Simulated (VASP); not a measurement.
# NbP (F-43m) in VASP: relaxation of cell and atoms with PBE

Aim: the relaxation of cell and atoms of NbP with PBE.

Everything below comes from runs of VASP 6.6.1. Logs are shortened: lines on timing, memory, paths and dates and some standing lists are left out, and cuts for length are marked.

### Step 1. The cell of the first run

It takes space group F-43m (No. 216, cubic). Conventional cell: a = 5.585 Å, b = 5.585 Å, c = 5.585 Å, α = 90.00°, β = 90.00°, γ = 90.00°. Within 3.2 Å of Nb (site symmetry -43m) lie 4 P at 2.42 Å. Within 3.2 Å of P (site symmetry -43m) lie 4 Nb at 2.42 Å.

### Step 2. Relaxation of cell and atoms, PBE

INCAR reads:

```
PREC = Accurate
ENCUT = 600
EDIFF = 1E-6
ISMEAR = 0
SIGMA = 0.1
LREAL = False
LASPH = True
NELM = 100
ALGO = Normal
ISIF = 3
LWAVE = False
LCHARG = False
GGA = PE
IBRION = 2
NSW = 100
EDIFFG = -0.01
```

KPOINTS reads:

```
regular mesh
0
Gamma
  14 14 14
```

POSCAR reads:

```
NbP
1.0
    0.0000000000      2.7925009449      2.7925009449
    2.7925009449      0.0000000000      2.7925009449
    2.7925009449      2.7925009449      0.0000000000
Nb P
1 1
Direct
    0.0000000000      0.0000000000      0.0000000000
    0.2500000000      0.2500000000      0.2500000000
```

Potentials or basis: VASP PAW PBE potentials, release 64 (Nb_sv, P).

Command:

```bash
$ cat potpaw_PBE.64/Nb_sv/POTCAR potpaw_PBE.64/P/POTCAR > POTCAR
$ mpirun -np 1 vasp_std > vasp.out
```

OUTCAR:

```text
PREC = Accurate
   ENCUT = 600
   EDIFF = 1E-6
   ISMEAR = 0
   LREAL = False
   LASPH = True
   NELM = 100
   ISIF = 3
   GGA = PE
   IBRION = 2
   NSW = 100
   EDIFFG = -0.01

 ion  position               nearest neighbor table
   1  0.000  0.000  0.000-   2 2.42   2 2.42   2 2.42   2 2.42
   2  0.250  0.250  0.250-   1 2.42   1 2.42   1 2.42   1 2.42

  LATTYP: Found a face centered cubic cell.
 ALAT       =     5.5850018898

  Lattice vectors:

 A1 = (   0.0000000000,   2.7925009449,   2.7925009449)
 A2 = (   2.7925009449,   0.0000000000,   2.7925009449)
 A3 = (   2.7925009449,   2.7925009449,   0.0000000000)

Analysis of symmetry for initial positions (statically):
=====================================================================
 Subroutine PRICEL returns:
 Original cell was already a primitive cell.

 Routine SETGRP: Setting up the symmetry group for a
 face centered cubic supercell.

 Subroutine GETGRP returns: Found 24 space group operations
 (whereof 24 operations were pure point group operations)
 out of a pool of 48 trial point group operations.

The static configuration has the point symmetry T_d .

Analysis of symmetry for dynamics (positions and initial velocities):
=====================================================================
 Subroutine PRICEL returns:
 Original cell was already a primitive cell.

 Routine SETGRP: Setting up the symmetry group for a
 face centered cubic supercell.

 Subroutine GETGRP returns: Found 24 space group operations
 (whereof 24 operations were pure point group operations)
 out of a pool of 48 trial point group operations.

The dynamic configuration has the point symmetry T_d .

 Subroutine INISYM returns: Found 24 space group operations
 (whereof 24 operations are pure point group operations),
 and found     1 'primitive' translations

----------------------------------------------------------------------------------------

                                     Primitive cell

  volume of cell :      43.5522

  direct lattice vectors                    reciprocal lattice vectors
     0.000000000  2.792500945  2.792500945    -0.179050969  0.179050969  0.179050969
     2.792500945  0.000000000  2.792500945     0.179050969 -0.179050969  0.179050969
     2.792500945  2.792500945  0.000000000     0.179050969  0.179050969 -0.179050969

  length of vectors
     3.949192709  3.949192709  3.949192709     0.310125375  0.310125375  0.310125375

  position of ions in fractional coordinates (direct lattice)
     0.000000000  0.000000000  0.000000000
     0.250000000  0.250000000  0.250000000

  ion indices of the primitive-cell ions
   primitive index   ion index
                 1           1
                 2           2

----------------------------------------------------------------------------------------

 KPOINTS: regular mesh

Automatic generation of k-mesh.
 Grid dimensions read from file:
 generate k-points for:   14   14   14

 Generating k-lattice:

  Cartesian coordinates                     Fractional coordinates (reciprocal lattice)
    -0.012789355  0.012789355  0.012789355     0.071428571  0.000000000  0.000000000
     0.012789355 -0.012789355  0.012789355     0.000000000  0.071428571  0.000000000
     0.012789355  0.012789355 -0.012789355     0.000000000  0.000000000  0.071428571

  Length of vectors
     0.022151813  0.022151813  0.022151813

  Shift w.r.t. Gamma in fractional coordinates (k-lattice)
     0.000000000  0.000000000  0.000000000

 Subroutine IBZKPT returns following result:
 ===========================================

 Found    104 irreducible k-points:

 Following reciprocal coordinates:
            Coordinates               Weight
  0.000000  0.000000  0.000000      1.000000
  0.071429  0.000000  0.000000      8.000000
  0.142857  0.000000  0.000000      8.000000
  0.214286  0.000000  0.000000      8.000000
  0.285714  0.000000  0.000000      8.000000
  0.357143  0.000000  0.000000      8.000000
[... 16 lines left out ...]
  0.214286  0.142857  0.000000     24.000000
  0.285714  0.142857  0.000000     24.000000
 [... further k-points ...]
   k-points           NKPTS =    104   k-points in BZ     NKDIM =    104   number of bands    NBANDS=     13
   number of dos      NEDOS =    301   number of ions     NIONS =      2
   total plane-waves  NPLWV =  32768
   dimension x,y,z NGX =    32 NGY =   32 NGZ =   32
   dimension x,y,z NGXF=    64 NGYF=   64 NGZF=   64
   ions per type =               1   1
   NGX,Y,Z   is equivalent  to a cutoff of  13.47, 13.47, 13.47 a.u.
   NGXF,Y,Z  is equivalent  to a cutoff of  26.94, 26.94, 26.94 a.u.
 SYSTEM =  unknown system
   PREC   = accura    normal or accurate (medium, high low for compatibility)
   ISTART =      0    job   : 0-new  1-cont  2-samecut
   ICHARG =      2    charge: 1-file 2-atom 10-const
   ISPIN  =      1    spin polarized calculation?
   LNONCOLLINEAR =      F non collinear calculations
   LSORBIT =      F    spin-orbit coupling
   LASPH  =      T    aspherical Exc in radial PAW
   ENCUT  =  600.0 eV  44.10 Ry    6.64 a.u.   7.89  7.89  7.89*2*pi/ulx,y,z
   NELM   =    100;   NELMIN=  2; NELMDL= -5     # of ELM steps
   EDIFF  = 0.1E-05   stopping-criterion for ELM
   LREAL  =      F    real-space projection
   EDIFFG = -.1E-01   stopping-criterion for IOM
   NSW    =    100    number of steps for IOM
   IBRION =      2    ionic relax: 0-MD 1-quasi-New 2-CG
   NFREE  =      1    steps in history (QN), initial steepest desc. (CG)
   ISIF   =      3    stress and relaxation
   ISYM   =      2    0-nonsym 1-usesym 2-fastsym
   POTIM  = 0.5000    time-step for ionic-motion
   TEBEG  =    0.0;   TEEND  =   0.0 temperature during run
   PSTRESS=    0.0 pullay stress
   NELECT =      18.0000    total number of electrons
   NUPDOWN=      -1.0000    fix difference up-down
   EMIN   =  10.00;   EMAX   =-10.00  energy-range for DOS
   EFERMI =   0.00;   METHOD = LEGACY
   ISMEAR =     0;   SIGMA  =   0.10  broadening in eV -4-tet -1-fermi 0-gaus
   EFERMI_NEDOS =   21; number of points for ismear=-14 and -15
   IALGO  =     38    algorithm
   IMIX   =      4    mixing-type and parameters
     AMIX     =   0.40;   BMIX     =  1.00
     AMIX_MAG =   1.60;   BMIX_MAG =  1.00
  volume/ion in A,a.u.               =      21.78       146.95
  Fermi-wavevector in a.u.,A,eV,Ry     =   1.219445  2.304418 20.232502  1.487047
  Thomas-Fermi vector in A             =   2.354697
   LORBIT       =      0    0 simple, 1 ext, 2 COOP (PROOUT), +10 PAW based schemes
   GGA     = PE    functional components
   LHFCALC =     F    Hartree Fock is set to
   AEXX    =    0.0000 exact exchange contribution
   IVDW    =     0    specifies the selected vdW correction
   LEPSILON=     F    determine dielectric tensor
   LRPA    =     F    only Hartree local field effects (RPA)
 conjugate gradient relaxation of ions
 non-spin polarized calculation
 Gauss-broadening in eV      SIGMA  =   0.10
  energy-cutoff  :      600.00
  volume of cell :       43.55
 maximum number of plane-waves:      1468
   NGX = 15   NGY = 15   NGZ = 15

--------------------------------------- Ionic step        1  -------------------------------------------

 number of electron      18.0000001 magnetization

 Free energy of the ion-electron system (eV)
  ---------------------------------------------------
  ext. energy  EPLUGINS =         0.00000000
  ---------------------------------------------------
  free energy    TOTEN  =       -15.75143194 eV

  energy without entropy =      -15.73997325  energy(sigma->0) =      -15.74570260

------------------------ aborting loop because EDIFF is reached ----------------------------------------

  FORCE on cell =-STRESS in cart. coord.  units (eV):
  Direction    XX          YY          ZZ          XY          YZ          ZX
  --------------------------------------------------------------------------------------
  -------------------------------------------------------------------------------------
  Total       -0.0642113     -0.0642113     -0.0642113      0.0000000      0.0000000      0.0000000
  in kB       -2.3621762     -2.3621762     -2.3621762      0.0000000      0.0000000      0.0000000
  external PRESSURE =      -2.3621762 kB  Pullay stress =       0.0000000 kB
[... 57 lines left out ...]
  energy  without entropy=      -15.7400363153  energy(sigma->0) =      -15.74572060

--------------------------------------- Ionic step        3  -------------------------------------------

 number of electron      18.0000000 magnetization

 Free energy of the ion-electron system (eV)
  ---------------------------------------------------
  ext. energy  EPLUGINS =         0.00000000
  ---------------------------------------------------
  free energy    TOTEN  =       -15.75149971 eV

  energy without entropy =      -15.74008255  energy(sigma->0) =      -15.74579113

 E-fermi :   7.0142     XC(G=0): -10.2620

 val. band max:        7.0074627945   @ k =  -0.3571   0.4286   0.2143
 cond. band min:       7.0159732794   @ k =  -0.2857   0.3571   0.0714
 fundamental gap:      0.0085104849
 Fermi energy:         7.0142472950

 k-point     1 :       0.0000    0.0000    0.0000
  band No.  band energies     occupation
      1     -48.2969      2.00000
      2     -24.3672      2.00000
      3     -24.3672      2.00000
      4     -24.3672      2.00000
      5      -4.4012      2.00000
      6       3.2669      2.00000
      7       3.2669      2.00000
      8       3.2669      2.00000
      9       7.0253      0.87600
     10       7.0253      0.87600
     11       9.8765      0.00000
     12      12.6631      0.00000
     13      12.6631      0.00000
[... 353 lines left out ...]
 k-point    24 :       0.2857    0.1429    0.0000
  band No.  band energies     occupation
      1     -48.2936      2.00000
      2     -24.4157      2.00000
      3     -24.3804      2.00000
      4     -24.3796      2.00000
      5      -3.7945      2.00000
      6       2.6475      2.00000
      7       3.6381      2.00000
      8       3.6927      2.00000
      9       6.4074      2.00000
     10       7.3630      0.00000
     11      10.0540      0.00000
     12      11.1878      0.00000
     13      11.8536      0.00000

 [... further k-points ...]

------------------------ aborting loop because EDIFF is reached ----------------------------------------

  FORCE on cell =-STRESS in cart. coord.  units (eV):
  Direction    XX          YY          ZZ          XY          YZ          ZX
  --------------------------------------------------------------------------------------
  -------------------------------------------------------------------------------------
  Total        0.0022246      0.0022246      0.0022246      0.0000000      0.0000000      0.0000000
  in kB        0.0820143      0.0820143      0.0820143      0.0000000      0.0000000      0.0000000
  external PRESSURE =       0.0820143 kB  Pullay stress =       0.0000000 kB
[... 17 lines left out ...]
  FREE ENERGIE OF THE ION-ELECTRON SYSTEM (eV)
  ---------------------------------------------------
  free  energy   TOTEN  =       -15.7514997057 eV

  energy  without entropy=      -15.7400825536  energy(sigma->0) =      -15.74579113

 reached required accuracy - stopping structural energy minimisation
```

It took 2.9 min on 1 thread of Intel Xeon Platinum 8175M at 2.50GHz (Skylake/Cascade Lake), shared host; peak memory 0.24 GiB.

Results:

- Free energy: -15.7515 eV
- Relaxed volume: 21.73 Å³/atom
- Relaxed cell: a = 3.946 Å, b = 3.946 Å, c = 3.946 Å, α = 60.00°, β = 60.00°, γ = 60.00°
- Space group after relaxing (to 0.1 Å): F-43m (No. 216)
- Energy gained by relaxing: 0.0 meV/atom
- Ionic steps: 3
- Pressure after relaxing: 0.0 GPa
- Band gap on the k mesh: zero (bands 9 and 10 overlap by 0.69 eV)

Final structure:
```xyz
2
Lattice="0.0000 2.7905 2.7905 2.7905 0.0000 2.7905 2.7905 2.7905 0.0000" Properties=species:S:1:pos:R:3 pbc="T T T"
Nb    0.0000    0.0000    0.0000
P     1.3952    1.3952    1.3952
```
